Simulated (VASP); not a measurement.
# Be (P6_3/mmc) in VASP: relaxation of cell and atoms with PBE

Aim: the relaxation of cell and atoms of Be with PBE.

All numbers are computed with VASP 6.6.1; they aren't measurements. Logs are shortened: lines on timing, memory, paths and dates and some standing lists are left out, and cuts for length are marked.

### 1 The cell of the first run

Symmetry: P6_3/mmc, No. 194, hexagonal system. The conventional cell has a = 2.261 Å, b = 2.261 Å, c = 3.567 Å, α = 90.00°, β = 90.00°, γ = 120.00°. Within 2.9 Å of Be (site symmetry -6m2) lie 12 Be at 2.21 to 2.26 Å.

### 2 Relaxation of cell and atoms, PBE

Input file INCAR:

```
PREC     = Accurate       # precision mode
ENCUT    = 600            # plane-wave cutoff, eV
EDIFF    = 1E-6           # SCF threshold, eV
ISMEAR   = 0              # smearing method
SIGMA    = 0.1            # smearing width, eV
LREAL    = False          # projectors in reciprocal space
LASPH    = True           # aspherical terms in the spheres
NELM     = 80             # most SCF steps
ALGO     = Fast           # electronic algorithm
ISIF     = 3              # what is computed and relaxed
LWAVE    = False          # write WAVECAR
LCHARG   = False          # write CHGCAR
GGA      = PE             # functional
IBRION   = 2              # ionic algorithm
NSW      = 100            # ionic steps
EDIFFG   = -0.01          # ionic threshold
```

Input file KPOINTS:

```
Automatic mesh
0
Gamma
  27 27 16
```

Input file POSCAR:

```
Be
1.0
    2.2613050542      0.0000000000      0.0000000000
   -1.1306525271      1.9583476226      0.0000000000
    0.0000000000      0.0000000000      3.5673443313
Be
2
Direct
    0.6666666667      0.3333333333      0.2500000000
    0.3333333333      0.6666666667      0.7500000000
```

Potentials or basis: VASP PAW PBE potentials, release 64 (Be).

Command:

```bash
cat potpaw_PBE.64/Be/POTCAR > POTCAR
mpirun -np 1 vasp_std > vasp.out
```

OUTCAR:

```text
PREC = Accurate
   ENCUT = 600
   EDIFF = 1E-6
   ISMEAR = 0
   LREAL = False
   LASPH = True
   NELM = 80
   ISIF = 3
   GGA = PE
   IBRION = 2
   NSW = 100
   EDIFFG = -0.01

 ion  position               nearest neighbor table
   1  0.667  0.333  0.250-   2 2.21   2 2.21   2 2.21   2 2.21   2 2.21   2 2.21
   2  0.333  0.667  0.750-   1 2.21   1 2.21   1 2.21   1 2.21   1 2.21   1 2.21

  LATTYP: Found a hexagonal cell.
 ALAT       =     2.2613050542
 C/A-ratio  =     1.5775599690

  Lattice vectors:

 A1 = (   2.2613050542,   0.0000000000,   0.0000000000)
 A2 = (  -1.1306525271,   1.9583476226,   0.0000000000)
 A3 = (   0.0000000000,   0.0000000000,   3.5673443313)

Analysis of symmetry for initial positions (statically):
=====================================================================
 Subroutine PRICEL returns:
 Original cell was already a primitive cell.

 Routine SETGRP: Setting up the symmetry group for a
 hexagonal supercell.

 Subroutine GETGRP returns: Found 24 space group operations
 (whereof 12 operations were pure point group operations)
 out of a pool of 24 trial point group operations.

The static configuration has the point symmetry D_3d.
 The point group associated with its full space group is D_6h.

Analysis of symmetry for dynamics (positions and initial velocities):
=====================================================================
 Subroutine PRICEL returns:
 Original cell was already a primitive cell.

 Routine SETGRP: Setting up the symmetry group for a
 hexagonal supercell.

 Subroutine GETGRP returns: Found 24 space group operations
 (whereof 12 operations were pure point group operations)
 out of a pool of 24 trial point group operations.

The dynamic configuration has the point symmetry D_3d.
 The point group associated with its full space group is D_6h.

 Subroutine INISYM returns: Found 24 space group operations
 (whereof 12 operations are pure point group operations),
[... 149 lines left out ...]
------------------------ aborting loop because EDIFF is reached ----------------------------------------

  FORCE on cell =-STRESS in cart. coord.  units (eV):
  Direction    XX          YY          ZZ          XY          YZ          ZX
  --------------------------------------------------------------------------------------
  -------------------------------------------------------------------------------------
  Total        0.0689549      0.0689549     -0.0505699      0.0000000      0.0000000      0.0000000
  in kB        6.9932930      6.9932930     -5.1287182      0.0000000      0.0000000      0.0000000
  external PRESSURE =       2.9526226 kB  Pullay stress =       0.0000000 kB

 VOLUME and BASIS-vectors are now :
 -----------------------------------------------------------------------------
  energy-cutoff  :      600.00
  volume of cell :       15.80
      direct lattice vectors                 reciprocal lattice vectors
     2.261305054  0.000000000  0.000000000     0.442222511  0.255317286  0.000000000
    -1.130652527  1.958347623  0.000000000     0.000000000  0.510634572  0.000000000
     0.000000000  0.000000000  3.567344331     0.000000000  0.000000000  0.280320571

 POSITION                                       TOTAL-FORCE (eV/Angst)
 -----------------------------------------------------------------------------------
      1.13065      0.65278      0.89184         0.000000     -0.000000      0.000000
     -0.00000      1.30557      2.67551        -0.000000      0.000000      0.000000
 -----------------------------------------------------------------------------------
    total drift:                                0.000000     -0.000000      0.000000

  FREE ENERGIE OF THE ION-ELECTRON SYSTEM (eV)
  ---------------------------------------------------
  free  energy   TOTEN  =        -7.5344917771 eV

  energy  without entropy=       -7.5337994135  energy(sigma->0) =       -7.53414560

--------------------------------------- Ionic step        2  -------------------------------------------

 number of electron       4.0000000 magnetization

 Free energy of the ion-electron system (eV)
  ---------------------------------------------------
  ext. energy  EPLUGINS =         0.00000000
  ---------------------------------------------------
  free energy    TOTEN  =        -7.53466065 eV

  energy without entropy =       -7.53396645  energy(sigma->0) =       -7.53431355

 E-fermi :   6.9425     XC(G=0): -10.6017

 val. band max:        6.9224979799   @ k =   0.2963   0.2963   0.1875
 cond. band min:       6.9522795780   @ k =   0.2593   0.2593   0.1250
 fundamental gap:      0.0297815981
 Fermi energy:         6.9424723277

 k-point     1 :       0.0000    0.0000    0.0000
  band No.  band energies     occupation
      1      -4.3294      2.00000
      2       2.5880      2.00000
      3       8.1410      0.00000
      4      22.9759      0.00000
      5      22.9759      0.00000
      6      25.8261      0.00000
[... 199 lines left out ...]
 k-point    24 :       0.3704    0.0370    0.0000
  band No.  band energies     occupation
      1       0.0144      2.00000
      2       6.2690      2.00000
      3       8.1877      0.00000
      4      13.1313      0.00000
      5      16.3928      0.00000
      6      16.8372      0.00000

 [... further k-points ...]
[... 5 lines left out ...]
  --------------------------------------------------------------------------------------
  -------------------------------------------------------------------------------------
  Total        0.0129086      0.0129086     -0.0061970      0.0000000     -0.0000000      0.0000000
  in kB        1.3064233      1.3064233     -0.6271720      0.0000000     -0.0000000      0.0000000
  external PRESSURE =       0.6618915 kB  Pullay stress =       0.0000000 kB

 VOLUME and BASIS-vectors are now :
 -----------------------------------------------------------------------------
  energy-cutoff  :      600.00
  volume of cell :       15.83
      direct lattice vectors                 reciprocal lattice vectors
     2.265066246  0.000000000  0.000000000     0.441488191  0.254893326 -0.000000000
    -1.132533123  1.961604910  0.000000000     0.000000000  0.509786652 -0.000000000
     0.000000000  0.000000000  3.562992837     0.000000000  0.000000000  0.280662927

 POSITION                                       TOTAL-FORCE (eV/Angst)
 -----------------------------------------------------------------------------------
      1.13253      0.65387      0.89075        -0.000000      0.000000      0.000000
     -0.00000      1.30774      2.67224         0.000000     -0.000000      0.000000
 -----------------------------------------------------------------------------------
    total drift:                                0.000000     -0.000000      0.000000

  FREE ENERGIE OF THE ION-ELECTRON SYSTEM (eV)
  ---------------------------------------------------
  free  energy   TOTEN  =        -7.5346606504 eV

  energy  without entropy=       -7.5339664458  energy(sigma->0) =       -7.53431355

 reached required accuracy - stopping structural energy minimisation
```

It took 47 s on 1 thread of Intel Xeon Platinum 8488C (Sapphire Rapids), shared host; peak memory 0.19 GiB.

Results:

* Free energy: -7.5347 eV
* Relaxed volume: 7.92 Å³/atom
* Relaxed cell: a = 2.265 Å, b = 2.265 Å, c = 3.563 Å, α = 90.00°, β = 90.00°, γ = 120.00°
* Space group after relaxing (to 0.1 Å): P6_3/mmc (No. 194)
* Energy gained by relaxing: 0.1 meV/atom
* Ionic steps: 2
* Pressure after relaxing: 0.1 GPa
* Band gap on the k mesh: zero (bands 2 and 3 overlap by 2.15 eV)

Stress tensor (GPa, compression positive):
```
 0.13  0.00  0.00
 0.00  0.13  0.00
 0.00  0.00 -0.06
```

Step by step:
```tsv
step	energy change (eV)	largest force (eV/Å)	pressure (GPa)	volume (Å³)
1	0.0000	0.0000	0.30	15.80
2	-0.0002	0.0000	0.07	15.83
```

Final structure:
```
Be
1.0
     2.26507    0.00000    0.00000
    -1.13253    1.96160    0.00000
     0.00000    0.00000    3.56299
Be
2
Cartesian
  1.1325 0.6539 0.8907
  0.0000 1.3077 2.6722
```

The gap in the log of VASP goes by the Fermi energy; the results here count the filled bands.